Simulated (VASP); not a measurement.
# Sb in VASP: notebook

The runs below take Sb through single point, electric field gradients, elastic constants, with LDA, PBE, PBEsol.

Everything below comes from runs of VASP 6.6.1. Logs are shortened: lines on timing, memory, paths and dates and some standing lists are left out, and cuts for length are marked.

## Step 1: The cell of the first run

It takes space group Pm-3m (No. 221, cubic). Conventional cell: a = 3.160 Å, b = 3.160 Å, c = 3.160 Å, α = 90.00°, β = 90.00°, γ = 90.00°. Sb (site symmetry m-3m) has 6 Sb at 3.16 Å within 4.2 Å.

This isn't the form of Sb at room conditions, which is rhombohedral.

## Step 2: Single point, LDA, non-collinear spin, zero start, spin-orbit coupling

Input file POSCAR:

```
Sb
1.0
    3.1600000000      0.0000000000      0.0000000000
    0.0000000000      3.1600000000      0.0000000000
    0.0000000000      0.0000000000      3.1600000000
Sb
1
Direct
    0.0000000000      0.0000000000      0.0000000000
```

Input file INCAR.step1:

```
SYSTEM = Sb
PREC = Accurate
ENCUT = 400
EDIFF = 1E-6
ISMEAR = -5
SIGMA = 0.05
LREAL = .FALSE.
LASPH = .TRUE.
NELM = 200
ALGO = Normal
ISIF = 2
LWAVE = .FALSE.
LCHARG = .TRUE.
MAGMOM = 0 0 0
LSORBIT = .TRUE.
GGA_COMPAT = .FALSE.
LORBMOM = .TRUE.
NBANDS = 16
NEDOS = 2001
LORBIT = 11
```

Input file KPOINTS.step1:

```
Automatic mesh
0
G
  8 8 8
  0 0 0
```

Input file INCAR.step2:

```
SYSTEM = Sb
PREC = Accurate
ENCUT = 400
EDIFF = 1E-6
ISMEAR = -5
SIGMA = 0.05
LREAL = .FALSE.
LASPH = .TRUE.
NELM = 200
ALGO = Normal
ISIF = 2
LWAVE = .FALSE.
LCHARG = .FALSE.
MAGMOM = 0 0 0
LORBIT = 11
LSORBIT = .TRUE.
GGA_COMPAT = .FALSE.
LORBMOM = .TRUE.
NBANDS = 16
NEDOS = 1001
ICHARG = 11
```

Input file KPOINTS.step2:

```
Automatic mesh
0
G
  12 12 12
  0 0 0
```

Potentials or basis: VASP PAW LDA potentials, release 64 (Sb).

Command:

```
cat potpaw_LDA.64/Sb/POTCAR > POTCAR
cp INCAR.step1 INCAR
cp KPOINTS.step1 KPOINTS
mpirun -np 1 vasp_ncl > vasp.out
cp INCAR.step2 INCAR
cp KPOINTS.step2 KPOINTS
mpirun -np 1 vasp_ncl > vasp.out
```

OUTCAR:

```text
SYSTEM = Sb
   PREC = Accurate
   ENCUT = 400
   EDIFF = 1E-6
   ISMEAR = -5
   LREAL = .FALSE.
   LASPH = .TRUE.
   NELM = 200
   ISIF = 2
   LORBIT = 11
   LSORBIT = .TRUE.
   ICHARG = 11

 ion  position               nearest neighbor table
   1  0.000  0.000  0.000-

  LATTYP: Found a simple cubic cell.
 ALAT       =     3.1600000000

  Lattice vectors:

 A1 = (   3.1600000000,   0.0000000000,   0.0000000000)
 A2 = (   0.0000000000,   3.1600000000,   0.0000000000)
 A3 = (   0.0000000000,   0.0000000000,   3.1600000000)

Analysis of symmetry for initial positions (statically):
=====================================================================
 Subroutine PRICEL returns:
 Original cell was already a primitive cell.

 Routine SETGRP: Setting up the symmetry group for a
 simple cubic supercell.

 Subroutine GETGRP returns: Found 48 space group operations
 (whereof 48 operations were pure point group operations)
 out of a pool of 48 trial point group operations.

The static configuration has the point symmetry O_h .

Analysis of symmetry for dynamics (positions and initial velocities):
=====================================================================
 Subroutine PRICEL returns:
 Original cell was already a primitive cell.

 Routine SETGRP: Setting up the symmetry group for a
 simple cubic supercell.

 Subroutine GETGRP returns: Found 48 space group operations
 (whereof 48 operations were pure point group operations)
 out of a pool of 48 trial point group operations.

The dynamic configuration has the point symmetry O_h .

Analysis of structural, dynamic, and magnetic symmetry:
=====================================================================
 Subroutine PRICEL returns:
 Original cell was already a primitive cell.

 Routine SETGRP: Setting up the symmetry group for a
 simple cubic supercell.

 Subroutine GETGRP returns: Found 48 space group operations
 (whereof 48 operations were pure point group operations)
 out of a pool of 48 trial point group operations.

The overall configuration has the point symmetry O_h .

 Subroutine INISYM returns: Found 48 space group operations
 (whereof 48 operations are pure point group operations),
 and found     1 'primitive' translations

----------------------------------------------------------------------------------------

                                     Primitive cell

  volume of cell :      31.5545

  direct lattice vectors                    reciprocal lattice vectors
     3.160000000  0.000000000  0.000000000     0.316455696  0.000000000  0.000000000
     0.000000000  3.160000000  0.000000000     0.000000000  0.316455696  0.000000000
     0.000000000  0.000000000  3.160000000     0.000000000  0.000000000  0.316455696

  length of vectors
     3.160000000  3.160000000  3.160000000     0.316455696  0.316455696  0.316455696

  position of ions in fractional coordinates (direct lattice)
     0.000000000  0.000000000  0.000000000

  ion indices of the primitive-cell ions
   primitive index   ion index
                 1           1

----------------------------------------------------------------------------------------

 KPOINTS: Automatic mesh

Automatic generation of k-mesh.
 Grid dimensions read from file:
 generate k-points for:   12   12   12

 Generating k-lattice:

  Cartesian coordinates                     Fractional coordinates (reciprocal lattice)
     0.026371308  0.000000000  0.000000000     0.083333333  0.000000000  0.000000000
     0.000000000  0.026371308  0.000000000     0.000000000  0.083333333  0.000000000
     0.000000000  0.000000000  0.026371308     0.000000000  0.000000000  0.083333333

  Length of vectors
     0.026371308  0.026371308  0.026371308

  Shift w.r.t. Gamma in fractional coordinates (k-lattice)
     0.000000000  0.000000000  0.000000000

 TETIRR: Found    854 inequivalent tetrahedra from    10368

 Subroutine IBZKPT returns following result:
 ===========================================

 Found     84 irreducible k-points:

 Following reciprocal coordinates:
            Coordinates               Weight
  0.000000  0.000000  0.000000      1.000000
  0.083333  0.000000  0.000000      6.000000
  0.166667  0.000000  0.000000      6.000000
  0.250000  0.000000  0.000000      6.000000
  0.333333  0.000000  0.000000      6.000000
  0.416667  0.000000  0.000000      6.000000
[... 16 lines left out ...]
  0.333333  0.333333  0.000000     12.000000
  0.416667  0.333333  0.000000     24.000000
 [... further k-points ...]
   k-points           NKPTS =     84   k-points in BZ     NKDIM =     84   number of bands    NBANDS=     16
   number of dos      NEDOS =   1001   number of ions     NIONS =      1
   total plane-waves  NPLWV =  13824
   dimension x,y,z NGX =    24 NGY =   24 NGZ =   24
   dimension x,y,z NGXF=    48 NGYF=   48 NGZF=   48
   ions per type =               1
   NGX,Y,Z   is equivalent  to a cutoff of  12.63, 12.63, 12.63 a.u.
   NGXF,Y,Z  is equivalent  to a cutoff of  25.25, 25.25, 25.25 a.u.
 SYSTEM =  Sb
   PREC   = accura    normal or accurate (medium, high low for compatibility)
   ISTART =      0    job   : 0-new  1-cont  2-samecut
   ICHARG =     11    charge: 1-file 2-atom 10-const
   ISPIN  =      1    spin polarized calculation?
   LNONCOLLINEAR =      T non collinear calculations
   LSORBIT =      T    spin-orbit coupling
   LASPH  =      T    aspherical Exc in radial PAW
   ENCUT  =  400.0 eV  29.40 Ry    5.42 a.u.   5.15  5.15  5.15*2*pi/ulx,y,z
   NELM   =    200;   NELMIN=  2; NELMDL=  0     # of ELM steps
   EDIFF  = 0.1E-05   stopping-criterion for ELM
   LREAL  =      F    real-space projection
   EDIFFG = 0.1E-04   stopping-criterion for IOM
   NSW    =      0    number of steps for IOM
   IBRION =     -1    ionic relax: 0-MD 1-quasi-New 2-CG
   NFREE  =      0    steps in history (QN), initial steepest desc. (CG)
   ISIF   =      2    stress and relaxation
   ISYM   =      2    0-nonsym 1-usesym 2-fastsym
   POTIM  = 0.5000    time-step for ionic-motion
   TEBEG  =    0.0;   TEEND  =   0.0 temperature during run
   PSTRESS=    0.0 pullay stress
   NELECT =       5.0000    total number of electrons
   NUPDOWN=      -1.0000    fix difference up-down
   EMIN   =  10.00;   EMAX   =-10.00  energy-range for DOS
   EFERMI =   0.00;   METHOD = LEGACY
   ISMEAR =    -5;   SIGMA  =   0.05  broadening in eV -4-tet -1-fermi 0-gaus
   EFERMI_NEDOS =   21; number of points for ismear=-14 and -15
   IALGO  =     38    algorithm
   IMIX   =      4    mixing-type and parameters
     AMIX     =   0.40;   BMIX     =  1.00
     AMIX_MAG =   1.60;   BMIX_MAG =  1.00
  volume/ion in A,a.u.               =      31.55       212.94
  Fermi-wavevector in a.u.,A,eV,Ry     =   0.885886  1.674081 10.677766  0.784794
  Thomas-Fermi vector in A             =   2.006979
   LORBIT       =     11    0 simple, 1 ext, 2 COOP (PROOUT), +10 PAW based schemes
   GGA     = CA    functional components
   LHFCALC =     F    Hartree Fock is set to
   AEXX    =    0.0000 exact exchange contribution
   IVDW    =     0    specifies the selected vdW correction
   LEPSILON=     F    determine dielectric tensor
   LRPA    =     F    only Hartree local field effects (RPA)
 Fermi weights with tetrahedron method with Bloechl corrections
  energy-cutoff  :      400.00
  volume of cell :       31.55
 maximum number of plane-waves:      1176
 NGX is ok and might be reduce to    24

 number of electron       5.0000001 magnetization       0.0000000     -0.0000000      0.0000000

 Free energy of the ion-electron system (eV)
  ---------------------------------------------------
  ext. energy  EPLUGINS =         0.00000000
  ---------------------------------------------------
  free energy    TOTEN  =        -4.79722128 eV

  energy without entropy =       -4.79722128  energy(sigma->0) =       -4.79722128

 E-fermi :   6.2942     XC(G=0):  -9.5663

 val. band max:        6.6084695429   @ k =   0.1667   0.1667   0.1667
 cond. band min:       5.9374638841   @ k =   0.3333   0.3333   0.3333
 fundamental gap:     -0.6710056588
 Fermi energy:         6.2942209027

 k-point     1 :       0.0000    0.0000    0.0000
  band No.  band energies     occupation
      1      -5.6793      1.00000
      2      -5.6793      1.00000
      3       8.7697      0.00000
      4       8.7697      0.00000
      5       9.6796      0.00000
      6       9.6796      0.00000
[... 8 lines left out ...]
     15      22.3102      0.00000
     16      22.3102      0.00000

 k-point     2 :       0.0833    0.0000    0.0000
  band No.  band energies     occupation
      1      -5.5850      1.00000
      2      -5.5850      1.00000
      3       8.1232      0.00000
      4       8.1232      0.00000
      5       9.2964      0.00000
      6       9.2964      0.00000
[... 8 lines left out ...]
     15      21.7518      0.00000
     16      21.8791      0.00000

 k-point     3 :       0.1667    0.0000    0.0000
  band No.  band energies     occupation
      1      -5.3063      1.00000
      2      -5.3063      1.00000
      3       6.3102      0.40016
      4       6.3102      0.40016
      5       9.4458      0.00000
      6       9.4458      0.00000
[... 8 lines left out ...]
     15      20.6260      0.00000
     16      20.6269      0.00000
[... 362 lines left out ...]
 k-point    23 :       0.3333    0.3333    0.0000
  band No.  band energies     occupation
      1      -2.8959      1.00000
      2      -2.8959      1.00000
      3       3.8618      1.00000
      4       3.8618      1.00000
      5       4.3503      1.00181
      6       4.3503      1.00181
[... 8 lines left out ...]
     15      19.5360      0.00000
     16      19.5360      0.00000

 k-point    24 :       0.4167    0.3333    0.0000
  band No.  band energies     occupation
      1      -2.3234      1.00000
      2      -2.3234      1.00000
      3       2.8406      1.00000
      4       2.8406      1.00000
      5       4.6094      1.03722
      6       4.6094      1.03722
[... 8 lines left out ...]
     15      19.2061      0.00000
     16      19.2061      0.00000

 [... further k-points ...]

------------------------ aborting loop because EDIFF is reached ----------------------------------------

  FORCE on cell =-STRESS in cart. coord.  units (eV):
  Direction    XX          YY          ZZ          XY          YZ          ZX
  --------------------------------------------------------------------------------------
  -------------------------------------------------------------------------------------
  Total       -1.1250309     -1.1250309     -1.1250309     -0.0000000     -0.0000000     -0.0000000
  in kB      -57.1233648    -57.1233648    -57.1233648     -0.0000000     -0.0000000     -0.0000000
  external PRESSURE =     -57.1233648 kB  Pullay stress =       0.0000000 kB

 VOLUME and BASIS-vectors are now :
 -----------------------------------------------------------------------------
  energy-cutoff  :      400.00
  volume of cell :       31.55
      direct lattice vectors                 reciprocal lattice vectors
     3.160000000  0.000000000  0.000000000     0.316455696  0.000000000  0.000000000
     0.000000000  3.160000000  0.000000000     0.000000000  0.316455696  0.000000000
     0.000000000  0.000000000  3.160000000     0.000000000  0.000000000  0.316455696

 POSITION                                       TOTAL-FORCE (eV/Angst)
 -----------------------------------------------------------------------------------
      0.00000      0.00000      0.00000         0.000000      0.000000      0.000000
 -----------------------------------------------------------------------------------
    total drift:                               -0.000000      0.000000     -0.000000

  FREE ENERGIE OF THE ION-ELECTRON SYSTEM (eV)
  ---------------------------------------------------
  free  energy   TOTEN  =        -4.7972212801 eV

  energy  without entropy=       -4.7972212801  energy(sigma->0) =       -4.79722128

 orbital moment (x)

 # of ion     p       d       tot
 ----------------------------------------
  1        -0.000   0.000  -0.000
 ----------------------------------------
           -0.000   0.000  -0.000

 orbital moment (y)

 # of ion     p       d       tot
 ----------------------------------------
  1         0.000   0.000   0.000
 ----------------------------------------
            0.000   0.000   0.000

 orbital moment (z)

 # of ion     p       d       tot
 ----------------------------------------
  1         0.000   0.000   0.000
 ----------------------------------------
            0.000   0.000   0.000

 Spin-Orbit-Coupling matrix elements

 Ion:    1  E_soc:     -0.1553646
 l=   1
     0.0000000    -0.0257895    -0.0257895
    -0.0257895     0.0000000    -0.0257895
    -0.0257895    -0.0257895     0.0000000
 l=   2
     0.0000000    -0.0000168     0.0000000    -0.0000168    -0.0000878
    -0.0000168     0.0000000    -0.0000659    -0.0000168    -0.0000220
     0.0000000    -0.0000659     0.0000000    -0.0000659     0.0000000
    -0.0000168    -0.0000168    -0.0000659     0.0000000    -0.0000220
    -0.0000878    -0.0000220     0.0000000    -0.0000220     0.0000000
 l=   3
     0.0000000     0.0000000     0.0000000     0.0000000     0.0000000     0.0000000     0.0000000
     0.0000000     0.0000000     0.0000000     0.0000000     0.0000000     0.0000000     0.0000000
     0.0000000     0.0000000     0.0000000     0.0000000     0.0000000     0.0000000     0.0000000
     0.0000000     0.0000000     0.0000000     0.0000000     0.0000000     0.0000000     0.0000000
     0.0000000     0.0000000     0.0000000     0.0000000     0.0000000     0.0000000     0.0000000
     0.0000000     0.0000000     0.0000000     0.0000000     0.0000000     0.0000000     0.0000000
     0.0000000     0.0000000     0.0000000     0.0000000     0.0000000     0.0000000     0.0000000

 total charge

# of ion       s       p       d       tot
------------------------------------------
    1        1.225   1.110   0.032   2.367

 magnetization (x)

# of ion       s       p       d       tot
------------------------------------------
    1       -0.000   0.000  -0.000  -0.000

 magnetization (y)

# of ion       s       p       d       tot
------------------------------------------
    1       -0.000   0.000  -0.000  -0.000

 magnetization (z)

# of ion       s       p       d       tot
------------------------------------------
    1        0.000   0.000  -0.000   0.000
```

It took 17 s on 1 thread of Intel Xeon 6975P-C (Granite Rapids), shared host; peak memory 0.18 GiB.

Results:

```yaml
Net_moment: 0.00 μB per cell
Valence_electrons_inside_the_program's_atomic_spheres: Sb 2.37
```

Moments on the atoms (μB; x, y, z):
```
Sb  0.00 0.00 0.00
```

## Step 3: Single point, PBE

POSCAR is that of step 2.

Input file INCAR.step1:

```
PREC     = Accurate       # precision mode
ENCUT    = 400            # plane-wave cutoff, eV
EDIFF    = 1E-6           # SCF threshold, eV
ISMEAR   = 1              # smearing method
SIGMA    = 0.1            # smearing width, eV
LREAL    = False          # projectors in reciprocal space
LASPH    = True           # aspherical terms in the spheres
NELM     = 120            # most SCF steps
ALGO     = Normal         # electronic algorithm
ISIF     = 2              # what is computed and relaxed
LWAVE    = False          # write WAVECAR
LCHARG   = True           # write CHGCAR
GGA      = PE             # functional
NBANDS   = 8              # bands
GGA_COMPAT= False        
NEDOS    = 2001           # points of the DOS
LORBIT   = 11             # projections on sites
```

Input file KPOINTS.step1:

```
regular mesh
0
Gamma
  8 8 8
```

Input file INCAR.step2:

```
PREC     = Accurate       # precision mode
ENCUT    = 400            # plane-wave cutoff, eV
EDIFF    = 1E-6           # SCF threshold, eV
ISMEAR   = -5             # smearing method
SIGMA    = 0.1            # smearing width, eV
LREAL    = False          # projectors in reciprocal space
LASPH    = True           # aspherical terms in the spheres
NELM     = 120            # most SCF steps
ALGO     = Normal         # electronic algorithm
ISIF     = 2              # what is computed and relaxed
LWAVE    = False          # write WAVECAR
LCHARG   = False          # write CHGCAR
GGA      = PE             # functional
LORBIT   = 11             # projections on sites
NEDOS    = 2001           # points of the DOS
ICHARG   = 11             # starting density
GGA_COMPAT= False
```

Input file KPOINTS.step2:

```
regular mesh
0
Gamma
  12 12 12
```

Potentials or basis: VASP PAW PBE potentials, release 64 (Sb).

Command:

```
cat potpaw_PBE.64/Sb/POTCAR > POTCAR
cp INCAR.step1 INCAR
cp KPOINTS.step1 KPOINTS
mpirun -np 1 vasp_std > vasp.out
cp INCAR.step2 INCAR
cp KPOINTS.step2 KPOINTS
mpirun -np 1 vasp_std > vasp.out
```

Wall time 14 s (1 thread of AMD EPYC 7R43 (Zen 3), shared host); peak memory 0.1 GiB.

Results (log left out):

```yaml
Valence_electrons_inside_the_program's_atomic_spheres: Sb 2.34
```

Levels at points of the mesh, in eV from the Fermi level:
```
           k point  band 1  band 2  band 3  band 4  band 5  band 6
(0.00, 0.00, 0.00)  -11.98    3.12    3.12    3.12    6.86    6.86
(0.50, 0.00, 0.00)   -9.76   -5.21    4.94    4.94    8.84   10.44
(0.50, 0.50, 0.00)   -7.42   -3.30   -3.30    2.38    6.77   12.38
(0.50, 0.50, 0.50)   -4.86   -1.52   -1.52   -1.52    4.91    4.91
```

Caveat: spin-orbit coupling is left out, which moves the levels of the heavy elements; tetrahedron occupations give inexact forces and stress in metals.

(Part 1 of 2 ends here.)
